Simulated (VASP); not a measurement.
# C2NH3 in VASP: single point with PBE+D3(BJ)

Aim: the single point of C2NH3 with PBE+D3(BJ).

All numbers are computed with VASP 6.6.1; they aren't measurements. Logs are shortened: lines on timing, memory, paths and dates and some standing lists are left out, and cuts for length are marked.

## (1) The cell of the first run

The cell holds a molecule in a box, 6 atoms: a = 6.150 Å, b = 6.150 Å, c = 25.367 Å, α = 90.00°, β = 90.00°, γ = 120.00°.

## (2) Single point, PBE+D3(BJ)

Contents of INCAR:

```
PREC = Accurate
ENCUT = 520
EDIFF = 1E-7
ISMEAR = 0
SIGMA = 0.05
LREAL = F
LASPH = T
NELM = 80
ALGO = Normal
ISIF = 2
LWAVE = F
LCHARG = F
LDIPOL = T
IDIPOL = 3
DIPOL = 0.5 0.5 0.648
GGA = PE
IVDW = 12
NBANDS = 17
```

Contents of KPOINTS:

```
regular mesh
0
Gamma
  3 3 1
```

Contents of POSCAR:

```
H3C2N
1.0
    6.1499993378      0.0000000000      0.0000000000
   -3.0749996689      5.3260556598      0.0000000000
    0.0000000000      0.0000000000     25.3674351110
C N H
2 1 3
Direct
    0.8982493626      0.9927369712      0.6591673754
    0.8083730098      0.8471621996      0.6089768946
    0.6002789778      0.6357031409      0.6060258012
    1.0832173154      1.0178248759      0.6695977158
    0.9297378181      1.1838845857      0.6530733542
    0.7653269278      0.9004770330      0.6915965712
```

Potentials or basis: VASP PAW PBE potentials, release 64 (C, N, H).

Command:

```
$ cat potpaw_PBE.64/C/POTCAR potpaw_PBE.64/N/POTCAR potpaw_PBE.64/H/POTCAR > POTCAR
$ mpirun -np 1 vasp_std > vasp.out
```

OUTCAR:

```text
PREC = Accurate
   ENCUT = 520
   EDIFF = 1E-7
   ISMEAR = 0
   LREAL = F
   LASPH = T
   NELM = 80
   ISIF = 2
   GGA = PE
   IVDW = 12
 IVDW          = 12

 ion  position               nearest neighbor table
   1  0.898  0.993  0.659-   6 1.10   4 1.10   5 1.10   2 1.49
   2  0.808  0.847  0.609-   3 1.29   1 1.49
   3  0.600  0.636  0.606-   2 1.29
   4  0.083  0.018  0.670-   1 1.10
   5  0.930  0.184  0.653-   1 1.10
   6  0.765  0.900  0.692-   1 1.10

  LATTYP: Found a hexagonal cell.
 ALAT       =     6.1499993378
 C/A-ratio  =     4.1247866410

  Lattice vectors:

 A1 = (   6.1499993378,   0.0000000000,   0.0000000000)
 A2 = (  -3.0749996689,   5.3260556598,   0.0000000000)
 A3 = (   0.0000000000,   0.0000000000,  25.3674351110)

Analysis of symmetry for initial positions (statically):
=====================================================================
 Subroutine PRICEL returns:
 Original cell was already a primitive cell.

 Routine SETGRP: Setting up the symmetry group for a
 hexagonal supercell.

 Subroutine GETGRP returns: Found  1 space group operations
 (whereof  1 operations were pure point group operations)
 out of a pool of 24 trial point group operations.

The static configuration has the point symmetry C_1 .

Analysis of symmetry for dynamics (positions and initial velocities):
=====================================================================
 Subroutine PRICEL returns:
 Original cell was already a primitive cell.

 Routine SETGRP: Setting up the symmetry group for a
 hexagonal supercell.

 Subroutine GETGRP returns: Found  1 space group operations
 (whereof  1 operations were pure point group operations)
 out of a pool of 24 trial point group operations.

The dynamic configuration has the point symmetry C_1 .

 Subroutine INISYM returns: Found  1 space group operations
 (whereof  1 operations are pure point group operations),
 and found     1 'primitive' translations

----------------------------------------------------------------------------------------

                                     Primitive cell

  volume of cell :     830.9164

  direct lattice vectors                    reciprocal lattice vectors
     6.149999338  0.000000000  0.000000000     0.162601644  0.093878103  0.000000000
    -3.074999669  5.326055660  0.000000000     0.000000000  0.187756205  0.000000000
     0.000000000  0.000000000 25.367435111     0.000000000  0.000000000  0.039420619

  length of vectors
     6.149999338  6.149999338 25.367435111     0.187756205  0.187756205  0.039420619

  position of ions in fractional coordinates (direct lattice)
     0.898249363  0.992736971  0.659167375
     0.808373010  0.847162200  0.608976895
     0.600278978  0.635703141  0.606025801
     0.083217315  0.017824876  0.669597716
     0.929737818  0.183884586  0.653073354
     0.765326928  0.900477033  0.691596571

  ion indices of the primitive-cell ions
   primitive index   ion index
                 1           1
                 2           2
                 3           3
                 4           4
                 5           5
                 6           6

----------------------------------------------------------------------------------------

 KPOINTS: regular mesh

Automatic generation of k-mesh.
 Grid dimensions read from file:
 generate k-points for:    3    3    1

 Generating k-lattice:

  Cartesian coordinates                     Fractional coordinates (reciprocal lattice)
     0.054200548  0.031292701  0.000000000     0.333333333  0.000000000  0.000000000
     0.000000000  0.062585402  0.000000000     0.000000000  0.333333333  0.000000000
     0.000000000  0.000000000  0.039420619     0.000000000  0.000000000  1.000000000

  Length of vectors
     0.062585402  0.062585402  0.039420619

  Shift w.r.t. Gamma in fractional coordinates (k-lattice)
     0.000000000  0.000000000  0.000000000

 Subroutine IBZKPT returns following result:
 ===========================================

 Found      5 irreducible k-points:

 Following reciprocal coordinates:
            Coordinates               Weight
  0.000000  0.000000  0.000000      1.000000
  0.333333  0.000000  0.000000      2.000000
  0.000000  0.333333  0.000000      2.000000
 -0.333333  0.333333  0.000000      2.000000
  0.333333  0.333333  0.000000      2.000000
   k-points           NKPTS =      5   k-points in BZ     NKDIM =      5   number of bands    NBANDS=     17
   number of dos      NEDOS =    301   number of ions     NIONS =      6
   total plane-waves  NPLWV = 442368
   dimension x,y,z NGX =    48 NGY =   48 NGZ =  192
   dimension x,y,z NGXF=    96 NGYF=   96 NGZF=  384
   ions per type =               2   1   3
   NGX,Y,Z   is equivalent  to a cutoff of  12.98, 12.98, 12.58 a.u.
   NGXF,Y,Z  is equivalent  to a cutoff of  25.95, 25.95, 25.17 a.u.
 SYSTEM =  unknown system
   PREC   = accura    normal or accurate (medium, high low for compatibility)
   ISTART =      0    job   : 0-new  1-cont  2-samecut
   ICHARG =      2    charge: 1-file 2-atom 10-const
   ISPIN  =      1    spin polarized calculation?
   LNONCOLLINEAR =      F non collinear calculations
   LSORBIT =      F    spin-orbit coupling
   LASPH  =      T    aspherical Exc in radial PAW
   ENCUT  =  520.0 eV  38.22 Ry    6.18 a.u.  11.43 11.43 47.17*2*pi/ulx,y,z
   NELM   =     80;   NELMIN=  2; NELMDL= -5     # of ELM steps
   EDIFF  = 0.1E-06   stopping-criterion for ELM
   LREAL  =      F    real-space projection
   EDIFFG = 0.1E-05   stopping-criterion for IOM
   NSW    =      0    number of steps for IOM
   IBRION =     -1    ionic relax: 0-MD 1-quasi-New 2-CG
   NFREE  =      0    steps in history (QN), initial steepest desc. (CG)
   ISIF   =      2    stress and relaxation
   ISYM   =      2    0-nonsym 1-usesym 2-fastsym
   POTIM  = 0.5000    time-step for ionic-motion
   TEBEG  =    0.0;   TEEND  =   0.0 temperature during run
   PSTRESS=    0.0 pullay stress
   NELECT =      16.0000    total number of electrons
   NUPDOWN=      -1.0000    fix difference up-down
   EMIN   =  10.00;   EMAX   =-10.00  energy-range for DOS
   EFERMI =   0.00;   METHOD = LEGACY
   ISMEAR =     0;   SIGMA  =   0.05  broadening in eV -4-tet -1-fermi 0-gaus
   EFERMI_NEDOS =   21; number of points for ismear=-14 and -15
   IALGO  =     38    algorithm
   IMIX   =      4    mixing-type and parameters
     AMIX     =   0.40;   BMIX     =  1.00
     AMIX_MAG =   1.60;   BMIX_MAG =  1.00
  volume/ion in A,a.u.               =     138.49       934.55
  Fermi-wavevector in a.u.,A,eV,Ry     =   0.438796  0.829204  2.619689  0.192542
  Thomas-Fermi vector in A             =   1.412489
   LORBIT       =      0    0 simple, 1 ext, 2 COOP (PROOUT), +10 PAW based schemes
   GGA     = PE    functional components
   LHFCALC =     F    Hartree Fock is set to
   AEXX    =    0.0000 exact exchange contribution
   IVDW    =    12    specifies the selected vdW correction
   LEPSILON=     F    determine dielectric tensor
   LRPA    =     F    only Hartree local field effects (RPA)
 non-spin polarized calculation
 Gauss-broadening in eV      SIGMA  =   0.05
  energy-cutoff  :      520.00
  volume of cell :      830.92
 maximum number of plane-waves:     22398
 NGX is ok and might be reduce to    48
   NGX = 23   NGY = 23   NGZ = 95

 number of electron      16.0000000 magnetization

 dipolmoment           0.000000      0.000000     -0.313652 electrons x Angstroem

 Free energy of the ion-electron system (eV)
  ---------------------------------------------------
  ext. energy  EPLUGINS =         0.00000000
  ---------------------------------------------------
  free energy    TOTEN  =       -35.04963978 eV

  energy without entropy =      -35.04963978  energy(sigma->0) =      -35.04963978

 E-fermi :  -6.8163     XC(G=0):  -1.0275

 val. band max:       -7.1003880328   @ k =  -0.3333   0.3333   0.0000
 cond. band min:      -3.2582440090   @ k =   0.0000   0.0000   0.0000
 fundamental gap:      3.8421440238
 Fermi energy:        -6.8162698550

 k-point     1 :       0.0000    0.0000    0.0000
  band No.  band energies     occupation
      1     -21.6262      2.00000
      2     -18.2164      2.00000
      3     -12.3066      2.00000
      4     -10.8133      2.00000
      5     -10.6396      2.00000
      6      -8.8964      2.00000
[... 9 lines left out ...]
     16       1.9429      0.00000
     17       2.0736      0.00000

 k-point     2 :       0.3333    0.0000    0.0000
  band No.  band energies     occupation
      1     -21.6243      2.00000
      2     -18.2215      2.00000
      3     -12.2979      2.00000
      4     -10.8136      2.00000
      5     -10.6432      2.00000
      6      -8.9039      2.00000
[... 9 lines left out ...]
     16       1.7250      0.00000
     17       1.8743      0.00000

 k-point     3 :       0.0000    0.3333    0.0000
  band No.  band energies     occupation
      1     -21.6241      2.00000
      2     -18.2224      2.00000
      3     -12.2976      2.00000
      4     -10.8075      2.00000
      5     -10.6514      2.00000
      6      -8.9040      2.00000
[... 9 lines left out ...]
     16       1.6505      0.00000
     17       1.8683      0.00000

 k-point     4 :      -0.3333    0.3333    0.0000
  band No.  band energies     occupation
      1     -21.6254      2.00000
      2     -18.2163      2.00000
      3     -12.3048      2.00000
      4     -10.8158      2.00000
      5     -10.6657      2.00000
      6      -8.8988      2.00000
[... 9 lines left out ...]
     16       1.8137      0.00000
     17       2.0455      0.00000

 k-point     5 :       0.3333    0.3333    0.0000
  band No.  band energies     occupation
      1     -21.6238      2.00000
      2     -18.2219      2.00000
      3     -12.2968      2.00000
      4     -10.8118      2.00000
      5     -10.6605      2.00000
      6      -8.9052      2.00000
[... 9 lines left out ...]
     16       1.5619      0.00000
     17       1.6939      0.00000

------------------------ aborting loop because EDIFF is reached ----------------------------------------

 vacuum level on the upper side and lower side of the slab       (xc-potential included)        -0.904         0.804

 Edisp (eV)   -0.09978

 E8    (eV) :    -0.0257

  FORCE on cell =-STRESS in cart. coord.  units (eV):
  Direction    XX          YY          ZZ          XY          YZ          ZX
  --------------------------------------------------------------------------------------
  -------------------------------------------------------------------------------------
  Total      -2.87155    -7.11296    -0.82449    -4.23180     1.13584     0.77919
  in kB      -5.53694   -13.71524    -1.58978    -8.15978     2.19013     1.50244
  external pressure =       -6.95 kB  Pullay stress =        0.00 kB

 VOLUME and BASIS-vectors are now :
 -----------------------------------------------------------------------------
  energy-cutoff  :      520.00
  volume of cell :      830.92
      direct lattice vectors                 reciprocal lattice vectors
     6.149999338  0.000000000  0.000000000     0.162601644  0.093878103  0.000000000
    -3.074999669  5.326055660  0.000000000     0.000000000  0.187756205  0.000000000
     0.000000000  0.000000000 25.367435111     0.000000000  0.000000000  0.039420619

 POSITION                                       TOTAL-FORCE (eV/Angst)
 -----------------------------------------------------------------------------------
      2.47157      5.28737     16.72139         0.869488      1.451842     -0.353885
      2.36647      4.51203     15.44818        -5.174469     -8.304208      1.474186
      1.73693      3.38579     15.37332         4.310974      6.974109     -0.974196
      0.45697      0.09494     16.98598        -0.051083      0.010220      0.025674
      5.15244      0.97938     16.56680         0.021251     -0.073306      0.068797
      1.93779      4.79599     17.54403         0.023838     -0.058657     -0.240576
 -----------------------------------------------------------------------------------
    total drift:                               -0.000142      0.000175     -0.000130

  FREE ENERGIE OF THE ION-ELECTRON SYSTEM (eV)
  ---------------------------------------------------
  free  energy   TOTEN  =       -35.1494243735 eV

  energy  without entropy=      -35.1494243735  energy(sigma->0) =      -35.14942437

 vacuum level on the upper side and lower side of the slab        -0.555         1.182
```

Wall time 3.5 min (1 thread of AMD EPYC 7R43 (Zen 3), shared host); peak memory 0.8 GiB.

Results:

```yaml
Free_energy: -35.1494 eV
Largest_force: 9.895 eV/Å
Gap_between_the_frontier_levels: 3.84 eV, indirect (the least direct gap lies 3.0 meV higher)
Dispersion_energy_per_atom: -0.017 eV
```

Forces on the atoms (eV/Å):
```
C    0.869  1.452 -0.354
C   -5.174 -8.304  1.474
N    4.311  6.974 -0.974
H   -0.051  0.010  0.026
H    0.021 -0.073  0.069
H    0.024 -0.059 -0.241
```
